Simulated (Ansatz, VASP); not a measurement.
## MnS in VASP and in Ansatz

File INCAR:

```
PREC = Accurate
ENCUT = 680
EDIFF = 1E-6
ISMEAR = -1
SIGMA = 0.025
LREAL = False
LASPH = True
NELM = 200
ALGO = Normal
ISIF = 2
LWAVE = False
LCHARG = False
ISPIN = 2
MAGMOM = 4 0
LORBIT = 11
LMAXMIX = 4
LDAU = True
LDAUTYPE = 2
LDAUL = 2 -1
LDAUU = 3 0
LDAUJ = 0 0
LDAUPRINT = 1
GGA = RE
IVDW = 13
NBANDS = 22
GGA_COMPAT = False
```

The input KPOINTS:

```
Automatic mesh
0
Gamma
  9 9 9
```

File POSCAR:

```
MnS
1.0
    0.0000000000      2.6387736672      2.6387736672
    2.6387736672      0.0000000000      2.6387736672
    2.6387736672      2.6387736672      0.0000000000
Mn S
1 1
Direct
    0.0000000000      0.0000000000      0.0000000000
    0.5000000000      0.5000000000      0.5000000000
```

Contents of input.yaml:

```yaml
crystal:
  lattice:
    - [0.0, 2.6387736672, 2.6387736672]
    - [2.6387736672, 0.0, 2.6387736672]
    - [2.6387736672, 2.6387736672, 0.0]
  atoms:
    - { symbol: Mn, position: [0.0, 0.0, 0.0], spin: 4.0 }
    - { symbol: S, position: [0.5, 0.5, 0.5] }
hamiltonian:
  xc: revpbe
  pseudopotentials: { kind: paw }
  dispersion: d4
  hubbard:
    sites: [{ species: Mn, l: d, u_eff: 3.0 }]
    projectors: all-electron-atomic
    double_counting: fll
magnetization:
  spin_polarized: true
kpoints:
  mp_grid: { grid: [9, 9, 9] }
scf:
  occupations: { method: fermi_dirac, width: 0.025 }
  n_extra_bands: 6
output:
  forces: true
  stress: true
  eigenvalues: true
  dos: { projected: true, de: 0.05, nscf_kmesh: { grid: [14, 14, 14] } }
```

Change from the starting cell: volume scaled by 1.04.

Alike in both runs: functional revPBE; dispersion D4; k mesh 9 × 9 × 9; occupations fermi-dirac, width 0.025 eV; collinear spin; Hubbard terms Mn d U = 3.0 eV.

```csv
,VASP,Ansatz
version,VASP 6.6.1,Ansatz 0.2.0
potentials or method,"VASP PAW PBE potentials, release 64 (Mn_sv, S)",Ansatz PAW
plane-wave cutoff (eV),680,420
valence electrons in the cell,21,21
task,single point,projected density of states
```

|  | VASP | Ansatz | Ansatz less VASP |
| --- | --- | --- | --- |
| gap on the k mesh at the Fermi level (eV) | 0.53 | 0.79 | +0.268 |
| least direct gap on the mesh (eV) | 2.38 | 2.01 | -0.375 |
| pressure (GPa) | -4.2 | -2.1 | +2.13 |
| net moment per atom (μB) | 2.50 | 2.50 | 0.000 |
| size of the moment on the site where the two differ most (μB) | 4.42 | 4.52 | +0.102 |

VASP's potentials were made for PBE, not for revPBE. Site moments also hang on the region over which each program counts them. The programs project onto different local orbitals, so the same U acts differently, and such runs can settle in different states.

Noted on Ansatz's run: the magnetic or orbital state may not be the lowest; odd divisions of the mesh miss points on the zone boundary, where band edges often lie, so the gap on the mesh can be too wide.
